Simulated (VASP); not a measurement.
# Y3Ti (I4/mmm) in VASP: further runs, part 2 of 2

VASP 6.6.1. Earlier steps stand in the parts before.

## Step 3: Single point, PBE

This run uses another cell than the first one, of 27.89 Å³/atom.

Input file INCAR:

```
ALGO = Normal
EDIFF = 1E-6
ENCUT = 520
GGA = PE
ISIF = 2
ISMEAR = 0
LASPH = T
LCHARG = T
LELF = T
LREAL = F
LVHAR = T
LWAVE = F
NBANDS = 30
NELM = 80
PREC = Accurate
SIGMA = 0.1
```

Input file KPOINTS:

```
k-points
0
Gamma
  6 6 6
```

Input file POSCAR:

```
Y3Ti
1.0
   -2.4156873420      2.4156873420      4.7793170012
    2.4156873420     -2.4156873420      4.7793170012
    2.4156873420      2.4156873420     -4.7793170012
Y Ti
3 1
Direct
    0.5000000000      0.5000000000      0.0000000000
    0.2500000000      0.7500000000      0.5000000000
    0.7500000000      0.2500000000      0.5000000000
    0.0000000000      0.0000000000      0.0000000000
```

Potentials or basis: VASP PAW PBE potentials, release 64 (Y_sv, Ti_sv).

Started as:

```sh
$ cat potpaw_PBE.64/Y_sv/POTCAR potpaw_PBE.64/Ti_sv/POTCAR > POTCAR
$ mpirun -np 1 vasp_std > vasp.out
```

OUTCAR:

```text
EDIFF = 1E-6
   ENCUT = 520
   GGA = PE
   ISIF = 2
   ISMEAR = 0
   LASPH = T
   LREAL = F
   NELM = 80
   PREC = Accurate

 ion  position               nearest neighbor table
   1  0.500  0.500  0.000-   2 3.40   3 3.40   2 3.40   3 3.40   2 3.40   3 3.40   2 3.40   3 3.40
                             4 3.42   4 3.42   4 3.42   4 3.42
   2  0.250  0.750  0.500-   4 3.40   1 3.40   1 3.40   4 3.40   1 3.40   4 3.40   4 3.40   1 3.40
                             3 3.42   3 3.42   3 3.42   3 3.42
   3  0.750  0.250  0.500-   1 3.40   4 3.40   1 3.40   4 3.40   1 3.40   4 3.40   1 3.40   4 3.40
                             2 3.42   2 3.42   2 3.42   2 3.42
   4  0.000  0.000  0.000-   3 3.40   2 3.40   2 3.40   3 3.40   2 3.40   3 3.40   3 3.40   2 3.40
                             1 3.42   1 3.42   1 3.42   1 3.42

  LATTYP: Found a body centered tetragonal cell.
 ALAT       =     4.8313746840
 C/A-ratio  =     1.9784501571

  Lattice vectors:

 A1 = (  -2.4156873420,   2.4156873420,   4.7793170012)
 A2 = (   2.4156873420,  -2.4156873420,   4.7793170012)
 A3 = (   2.4156873420,   2.4156873420,  -4.7793170012)

Analysis of symmetry for initial positions (statically):
=====================================================================
 Subroutine PRICEL returns:
 Original cell was already a primitive cell.

 Routine SETGRP: Setting up the symmetry group for a
 body centered tetragonal supercell.

 Subroutine GETGRP returns: Found 16 space group operations
 (whereof 16 operations were pure point group operations)
 out of a pool of 16 trial point group operations.

The static configuration has the point symmetry D_4h.

Analysis of symmetry for dynamics (positions and initial velocities):
=====================================================================
 Subroutine PRICEL returns:
 Original cell was already a primitive cell.

 Routine SETGRP: Setting up the symmetry group for a
 body centered tetragonal supercell.

 Subroutine GETGRP returns: Found 16 space group operations
 (whereof 16 operations were pure point group operations)
 out of a pool of 16 trial point group operations.

The dynamic configuration has the point symmetry D_4h.

 Subroutine INISYM returns: Found 16 space group operations
 (whereof 16 operations are pure point group operations),
 and found     1 'primitive' translations

----------------------------------------------------------------------------------------

                                     Primitive cell

  volume of cell :     111.5597

  direct lattice vectors                    reciprocal lattice vectors
    -2.415687342  2.415687342  4.779317001     0.000000000  0.206980428  0.104617459
     2.415687342 -2.415687342  4.779317001     0.206980428  0.000000000  0.104617459
     2.415687342  2.415687342 -4.779317001     0.206980428  0.206980428  0.000000000

  length of vectors
     5.874773329  5.874773329  5.874773329     0.231917464  0.231917464  0.292714528

  position of ions in fractional coordinates (direct lattice)
     0.500000000  0.500000000  0.000000000
     0.250000000  0.750000000  0.500000000
     0.750000000  0.250000000  0.500000000
     0.000000000  0.000000000  0.000000000

[... 30 lines left out ...]

 Found     30 irreducible k-points:

 Following reciprocal coordinates:
            Coordinates               Weight
  0.000000  0.000000  0.000000      1.000000
  0.166667  0.000000 -0.000000      8.000000
  0.333333  0.000000 -0.000000      8.000000
  0.500000  0.000000  0.000000      4.000000
  0.166667  0.166667 -0.000000      8.000000
  0.333333  0.166667  0.000000     16.000000
[... 16 lines left out ...]
 -0.333333 -0.333333  0.166667      8.000000
 -0.166667 -0.333333  0.166667      8.000000
 [... further k-points ...]
   k-points           NKPTS =     30   k-points in BZ     NKDIM =     30   number of bands    NBANDS=     30
   number of dos      NEDOS =    301   number of ions     NIONS =      4
   total plane-waves  NPLWV = 110592
   dimension x,y,z NGX =    48 NGY =   48 NGZ =   48
   dimension x,y,z NGXF=    96 NGYF=   96 NGZF=   96
   ions per type =               3   1
   NGX,Y,Z   is equivalent  to a cutoff of  13.58, 13.58, 13.58 a.u.
   NGXF,Y,Z  is equivalent  to a cutoff of  27.17, 27.17, 27.17 a.u.
 SYSTEM =  unknown system
   PREC   = accura    normal or accurate (medium, high low for compatibility)
   ISTART =      0    job   : 0-new  1-cont  2-samecut
   ICHARG =      2    charge: 1-file 2-atom 10-const
   ISPIN  =      1    spin polarized calculation?
   LNONCOLLINEAR =      F non collinear calculations
   LSORBIT =      F    spin-orbit coupling
   LASPH  =      T    aspherical Exc in radial PAW
   ENCUT  =  520.0 eV  38.22 Ry    6.18 a.u.  10.92 10.92 10.92*2*pi/ulx,y,z
   NELM   =     80;   NELMIN=  2; NELMDL= -5     # of ELM steps
   EDIFF  = 0.1E-05   stopping-criterion for ELM
   LREAL  =      F    real-space projection
   EDIFFG = 0.1E-04   stopping-criterion for IOM
   NSW    =      0    number of steps for IOM
   IBRION =     -1    ionic relax: 0-MD 1-quasi-New 2-CG
   NFREE  =      0    steps in history (QN), initial steepest desc. (CG)
   ISIF   =      2    stress and relaxation
   ISYM   =      2    0-nonsym 1-usesym 2-fastsym
   POTIM  = 0.5000    time-step for ionic-motion
   TEBEG  =    0.0;   TEEND  =   0.0 temperature during run
   PSTRESS=    0.0 pullay stress
   NELECT =      45.0000    total number of electrons
   NUPDOWN=      -1.0000    fix difference up-down
   EMIN   =  10.00;   EMAX   =-10.00  energy-range for DOS
   EFERMI =   0.00;   METHOD = LEGACY
   ISMEAR =     0;   SIGMA  =   0.10  broadening in eV -4-tet -1-fermi 0-gaus
   EFERMI_NEDOS =   21; number of points for ismear=-14 and -15
   IALGO  =     38    algorithm
   IMIX   =      4    mixing-type and parameters
     AMIX     =   0.40;   BMIX     =  1.00
     AMIX_MAG =   1.60;   BMIX_MAG =  1.00
  volume/ion in A,a.u.               =      27.89       188.21
  Fermi-wavevector in a.u.,A,eV,Ry     =   1.209604  2.285820 19.907256  1.463142
  Thomas-Fermi vector in A             =   2.345176
   LORBIT       =      0    0 simple, 1 ext, 2 COOP (PROOUT), +10 PAW based schemes
   GGA     = PE    functional components
   LHFCALC =     F    Hartree Fock is set to
   AEXX    =    0.0000 exact exchange contribution
   IVDW    =     0    specifies the selected vdW correction
   LEPSILON=     F    determine dielectric tensor
   LRPA    =     F    only Hartree local field effects (RPA)
 non-spin polarized calculation
 Gauss-broadening in eV      SIGMA  =   0.10
  energy-cutoff  :      520.00
  volume of cell :      111.56
 maximum number of plane-waves:      3024
 NGX is ok and might be reduce to    48
   NGX = 21   NGY = 21   NGZ = 21

 number of electron      45.0000002 magnetization

 Free energy of the ion-electron system (eV)
  ---------------------------------------------------
  ext. energy  EPLUGINS =         0.00000000
  ---------------------------------------------------
  free energy    TOTEN  =       -26.26365439 eV

  energy without entropy =      -26.22676693  energy(sigma->0) =      -26.24521066

 E-fermi :   3.9752     XC(G=0):  -9.9220

 val. band max:        3.9721825178   @ k =  -0.1667   0.3333   0.1667
 cond. band min:       3.9766844014   @ k =   0.3333   0.3333  -0.0000
 fundamental gap:      0.0045018836
 Fermi energy:         3.9752387164

 k-point     1 :       0.0000    0.0000    0.0000
  band No.  band energies     occupation
      1     -53.1456      2.00000
      2     -38.4254      2.00000
      3     -38.3038      2.00000
      4     -38.2986      2.00000
      5     -29.3787      2.00000
      6     -29.3774      2.00000
[... 781 lines left out ...]
     29       5.8789      0.00000
     30       6.1584      0.00000

 [... further k-points ...]

------------------------ aborting loop because EDIFF is reached ----------------------------------------

  FORCE on cell =-STRESS in cart. coord.  units (eV):
  Direction    XX          YY          ZZ          XY          YZ          ZX
  --------------------------------------------------------------------------------------
  -------------------------------------------------------------------------------------
  Total        0.0258897      0.0258897     -0.0577560      0.0000000      0.0000000     -0.0000000
  in kB        0.3718183      0.3718183     -0.8294695      0.0000000      0.0000000     -0.0000000
  external PRESSURE =      -0.0286109 kB  Pullay stress =       0.0000000 kB

 VOLUME and BASIS-vectors are now :
 -----------------------------------------------------------------------------
  energy-cutoff  :      520.00
  volume of cell :      111.56
      direct lattice vectors                 reciprocal lattice vectors
    -2.415687342  2.415687342  4.779317001     0.000000000  0.206980428  0.104617459
     2.415687342 -2.415687342  4.779317001     0.206980428  0.000000000  0.104617459
     2.415687342  2.415687342 -4.779317001     0.206980428  0.206980428  0.000000000

 POSITION                                       TOTAL-FORCE (eV/Angst)
 -----------------------------------------------------------------------------------
      0.00000      0.00000      4.77932        -0.000000     -0.000000      0.000000
      2.41569      0.00000      2.38966        -0.000000      0.000000      0.000000
      0.00000      2.41569      2.38966         0.000000      0.000000     -0.000000
      0.00000      0.00000      0.00000        -0.000000     -0.000000      0.000000
 -----------------------------------------------------------------------------------
    total drift:                                0.000000     -0.000000      0.000000

  FREE ENERGIE OF THE ION-ELECTRON SYSTEM (eV)
  ---------------------------------------------------
  free  energy   TOTEN  =       -26.2636543862 eV

  energy  without entropy=      -26.2267669324  energy(sigma->0) =      -26.24521066
```

Wall time 2.5 min (1 thread of Intel Xeon 6975P-C (Granite Rapids), shared host); peak memory 0.38 GiB.

What came out:

| Item | Value |
| --- | --- |
| Free energy | -26.2637 eV |
| Pressure | 0.0 GPa |
| Band gap on the k mesh | zero (an odd number of electrons rules out a gap without spin polarisation) |

Stress tensor (GPa, compression positive):
```
 0.04  0.00  0.00
 0.00  0.04  0.00
 0.00  0.00 -0.08
```

Levels at points of the mesh, in eV from the Fermi level:
```tsv
k point	band 19	band 20	band 21	band 22	band 23	band 24	band 25	band 26	band 27	band 28
(0.00, 0.00, 0.00)	-1.05	-1.05	-0.71	0.10	0.10	0.10	0.10	1.38	1.51	1.51
(0.50, 0.00, 0.00)	-0.84	-0.55	-0.29	-0.17	-0.05	-0.02	0.12	0.33	0.66	1.49
(0.50, 0.50, 0.00)	-1.67	-1.47	0.13	0.17	0.24	0.66	0.69	0.84	0.99	1.03
(0.50, 0.50, 0.50)	-2.04	-1.72	-1.03	-1.03	-0.14	0.14	1.08	1.85	1.85	2.13
```

## Step 4: Relaxation of cell and atoms, PBE

Input file INCAR:

```
  PREC = Accurate
  ENCUT = 600
  EDIFF = 1E-6
  ISMEAR = 0
  SIGMA = 0.1
  LREAL = False
  LASPH = True
  NELM = 80
  ALGO = Normal
  ISIF = 3
  LWAVE = False
  LCHARG = False
  GGA = PE
  IBRION = 2
  NSW = 90
  EDIFFG = -0.04
```

Input file KPOINTS:

```
regular mesh
0
Gamma
  6 6 6
```

Input file POSCAR:

```
Y3Ti
1.0
   -2.1994843412      2.1994843412      4.9131338530
    2.1994843412     -2.1994843412      4.9131338530
    2.1994843412      2.1994843412     -4.9131338530
Y Ti
3 1
Direct
    0.5000000000      0.5000000000      0.0000000000
    0.2500000000      0.7500000000      0.5000000000
    0.7500000000      0.2500000000      0.5000000000
    0.0000000000      0.0000000000      0.0000000000
```

Started as:

```sh
$ cat potpaw_PBE.64/Y_sv/POTCAR potpaw_PBE.64/Ti_sv/POTCAR > POTCAR
$ mpirun -np 1 vasp_std > vasp.out
```

It took 9 min on 1 thread of Intel Xeon 6975P-C (Granite Rapids), shared host; peak memory 0.45 GiB.

The run converged. Its results:

```
Free energy                           : -26.2616 eV
Relaxed volume                        : 27.78 Å³/atom
Relaxed cell                          : a = 5.862 Å, b = 5.862 Å, c = 5.862 Å, α = 131.35°, β = 131.35°, γ = 71.25°
Space group after relaxing (to 0.1 Å) : I4/mmm (No. 139)
Energy gained by relaxing             : 139.7 meV/atom
Ionic steps                           : 6
Pressure after relaxing               : 0.2 GPa
Band gap on the k mesh                : zero (an odd number of electrons rules out a gap without spin polarisation)
```

The path:
| step | energy change (eV) | largest force (eV/Å) | pressure (GPa) | volume (Å³) |
| --- | --- | --- | --- | --- |
| 1 | 0.0000 | 0.0000 | 9.60 | 95.07 |
| 2 | -0.4803 | 0.0000 | -1.59 | 116.01 |
| 3 | -0.4949 | 0.0000 | -0.30 | 112.50 |
| 4 | -0.5253 | 0.0000 | -0.18 | 112.19 |
| 5 | -0.5556 | 0.0000 | 0.07 | 111.46 |
| 6 | -0.5586 | 0.0000 | 0.18 | 111.11 |

Final structure:
```
Y Ti
1.0
    -2.41448    2.41448    4.76477
     2.41448   -2.41448    4.76477
     2.41448    2.41448   -4.76477
Y Ti
3 1
Direct
  0.50000 0.50000 0.00000
  0.25000 0.75000 0.50000
  0.75000 0.25000 0.50000
  0.00000 0.00000 0.00000
```

Levels at points of the mesh, in eV from the Fermi level:
```tsv
k point	band 21	band 22	band 23	band 24	band 25	band 26
(0.00, 0.00, 0.00)	-0.71	0.10	0.10	0.10	0.10	1.39
(0.50, 0.00, 0.00)	-0.29	-0.17	-0.06	-0.03	0.11	0.33
(0.50, 0.50, 0.00)	0.14	0.18	0.24	0.67	0.69	0.84
(0.50, 0.50, 0.50)	-1.03	-1.03	-0.15	0.14	1.10	1.86
```

Caveat: the volume moved by over 15 % at a fixed basis, so the end points are rough.

## Step 5: Single point, PBE

This run uses another cell than the first one, of 27.98 Å³/atom.

Input file INCAR:

```
PREC = Accurate
ENCUT = 520
EDIFF = 1E-6
ISMEAR = 0
SIGMA = 0.1
LREAL = F
LASPH = T
NELM = 100
ALGO = Fast
ISIF = 2
LWAVE = F
LCHARG = T
GGA = PE
LELF = T
LVHAR = T
NBANDS = 30
```

Input file KPOINTS:

```
Automatic mesh
0
Gamma
  14 14 14
```

Input file POSCAR:

```
Y3Ti
1.0
   -2.4184549761      2.4184549761      4.7831076338
    2.4184549761     -2.4184549761      4.7831076338
    2.4184549761      2.4184549761     -4.7831076338
Y Ti
3 1
Direct
    0.5000000000      0.5000000000      0.0000000000
    0.2500000000      0.7500000000      0.5000000000
    0.7500000000      0.2500000000      0.5000000000
    0.0000000000      0.0000000000      0.0000000000
```

Started as:

```sh
$ cat potpaw_PBE.64/Y_sv/POTCAR potpaw_PBE.64/Ti_sv/POTCAR > POTCAR
$ mpirun -np 1 vasp_std > vasp.out
```

Wall time 53 min (1 thread of Intel Xeon 6975P-C (Granite Rapids), shared host); peak memory 0.93 GiB.

It converged, with:

| Quantity | Value |
| --- | --- |
| Free energy | -26.2703 eV |
| Pressure | -0.2 GPa |
| Band gap on the k mesh | zero (an odd number of electrons rules out a gap without spin polarisation) |

Levels at points of the mesh, in eV from the Fermi level:
| k point | band 21 | band 22 | band 23 | band 24 | band 25 | band 26 |
| --- | --- | --- | --- | --- | --- | --- |
| (0.00, 0.00, 0.00) | -0.71 | 0.09 | 0.09 | 0.10 | 0.10 | 1.37 |
| (0.50, 0.00, 0.00) | -0.29 | -0.17 | -0.06 | -0.02 | 0.11 | 0.33 |
| (0.50, 0.50, 0.00) | 0.13 | 0.17 | 0.24 | 0.65 | 0.69 | 0.84 |
| (0.50, 0.50, 0.50) | -1.03 | -1.03 | -0.14 | 0.14 | 1.08 | 1.84 |

## Step 6: The runs side by side

| task | cell | k mesh | cutoff (eV) | gap on the mesh (eV) | pressure (GPa) |
| --- | --- | --- | --- | --- | --- |
| single point | a = 5.815 Å, angles 135.6, 135.6, 64.7°, 4 atoms | 6 × 6 × 6 | 520 | none | 9.6 |
| single point | a = 5.875 Å, angles 131.4, 131.4, 71.1°, 4 atoms | 6 × 6 × 6 | 520 | none | 0.0 |
| relaxation of cell and atoms | relaxed from a = 5.815 Å, angles 135.6, 135.6, 64.7°, 4 atoms | 6 × 6 × 6 | 600 | none | 0.2 |
| single point | a = 5.880 Å, angles 131.4, 131.4, 71.1°, 4 atoms | 14 × 14 × 14 | 520 | none | -0.2 |

Alike in all rows: level PBE; potentials or basis VASP PAW PBE potentials, release 64 (Y_sv, Ti_sv); no spin polarisation; smearing gaussian 0.1 eV.

Caveats: the stress differs along the axes, from 6 to 11 GPa (at least some runs); the volume moved by over 15 % at a fixed basis, so the end points are rough (at least some runs).

Absolute energies hang on the potentials; compare differences alone.
